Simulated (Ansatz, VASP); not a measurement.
## Two plane-wave programs on Sr3Al2Tl2

```xyz
7
Lattice="0.0000 0.0000 5.0032 4.5184 0.0000 0.0000 2.2592 10.0160 -2.5016" Properties=species:S:1:pos:R:3 pbc="T T T"
Tl    4.5184    7.1794    0.0000
Tl    2.2592    2.8365    2.5016
Al    2.2592    8.7159    0.0000
Al    4.5184    1.3001    2.5016
Sr    2.2592    0.0000    0.0000
Sr    4.5184    3.6698    0.0000
Sr    2.2592    6.3461    2.5016
```

Alike in both runs: task single point; functional PBE; k mesh 4 × 4 × 4; occupations tetrahedron; no spin polarisation.

```csv
,VASP,Ansatz
version,VASP 6.6.1,Ansatz 0.2.0
potentials or method,"VASP PAW PBE potentials, release 64 (Tl_d, Al, Sr_sv), cutoff 520 eV",PAW plane waves
valence electrons in the cell,62,62
```

VASP gave:

```
gap on the k mesh at the Fermi level (eV)                     : none
pressure (GPa)                                                : 1.0
traceless stress, the component that is largest in VASP (GPa) : -0.72
rms of the force components (eV/Å)                            : 0.199
```

Task: Estimate Ansatz's values.

Result: gap on the k mesh at the Fermi level (eV): none; pressure (GPa): 1.0; traceless stress, the component that is largest in VASP (GPa): -0.77; rms of the force components (eV/Å): 0.199.

Atom by atom the forces differ by 0.002 eV/Å (rms over components). A gap of «none» marks a metal or a gap that the smearing closes. With one functional, cell and mesh, what is left measures potentials, basis and numerics. Ansatz's warnings: band table not solved further, tetrahedron derivatives may miss energy slope.

Neither program's run includes spin-orbit coupling.
